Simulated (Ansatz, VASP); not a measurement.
WSe: VASP beside Ansatz

INCAR

```
ALGO = Fast
EDIFF = 1E-7
EDIFFG = -0.01
ENCUT = 600
GGA = PE
IBRION = 2
ISIF = 3
ISMEAR = 0
ISPIN = 2
LASPH = T
LCHARG = F
LDAU = T
LDAUJ = 0 0
LDAUL = 2 -1
LDAUPRINT = 1
LDAUTYPE = 2
LDAUU = 6.2 0
LMAXMIX = 4
LORBIT = 11
LREAL = F
LWAVE = F
MAGMOM = 2.11 -0.38
NELM = 150
NSW = 100
PREC = Accurate
SIGMA = 0.1
```

The input KPOINTS:

```
k-points
0
Gamma
  12 12 12
```

File POSCAR:

```
WSe
1.0
    3.2899824527      0.0000000000      0.0000000000
    0.0000000000      3.2899824527      0.0000000000
    0.0000000000      0.0000000000      3.2899824527
W Se
1 1
Direct
    0.0000000000      0.0000000000      0.0000000000
    0.5000000000      0.5000000000      0.5000000000
```

Input for Ansatz:

```yaml
crystal:
  lattice:
    - [3.2899825119, 0.0, 0.0]
    - [0.0, 3.2899825119, 0.0]
    - [0.0, 0.0, 3.2899825119]
  atoms:
    - { symbol: W, position: [0.0, 0.0, 0.0], spin: 2.11 }
    - { symbol: Se, position: [0.5, 0.5, 0.5], spin: -0.38 }
basis:
  ecutwfc: 420
kpoints:
  mp_grid: { grid: [12, 12, 12] }
hamiltonian:
  xc: pbe
  hubbard: { sites: [{ species: W, l: d, u_eff: 6.2 }] }
scf:
  occupations: { method: gaussian, width: 0.1 }
output:
  forces: true
  stress: true
  eigenvalues: true
  populations: true
magnetization:
  spin_polarized: true
relax:
  adjacent_minimum: "off"
  f_tol: 0.01
  max_steps: 80
  cell: { stress_tol: 0.05 }
```

Alike in both runs: task relaxation of cell and atoms; functional PBE; k mesh 12 × 12 × 12; occupations gaussian, width 0.1 eV; collinear spin; Hubbard terms W d U = 6.2 eV.

|  | VASP | Ansatz |
| --- | --- | --- |
| version | VASP 6.6.1 | Ansatz 0.2.0 |
| potentials or method | VASP PAW PBE potentials, release 64 (W_sv, Se), cutoff 600 eV | scalar-relativistic, plane waves, PAW |
| valence electrons in the cell | 20 | 30 |

```tsv
	VASP	Ansatz	Ansatz less VASP
gap on the k mesh at the Fermi level, each at its own relaxed structure (eV)	none	none	-
net moment per atom (μB)	0.95	2.00	+1.045
size of the moment on the site where the two differ most (μB)	1.77	3.56	+1.786
relaxed volume (Å³/atom)	17.57	22.34	+4.777
relaxed length of the cell vector where the two differ most in proportion (Å)	3.275	3.549	+0.2734
```

The net moments are unlike, so the other rows may belong to different states. Site moments also hang on the region over which each program counts them. The programs project onto different local orbitals, so the same U acts differently, and such runs can settle in different states. A gap of «none» marks a metal or a gap that the smearing closes. VASP's potentials hold 20 valence electrons a cell and Ansatz's 30, so a difference there can come from the potentials and not from the codes. Ansatz's warnings: filled band counts differ across k points.

Spin-orbit coupling is off throughout.
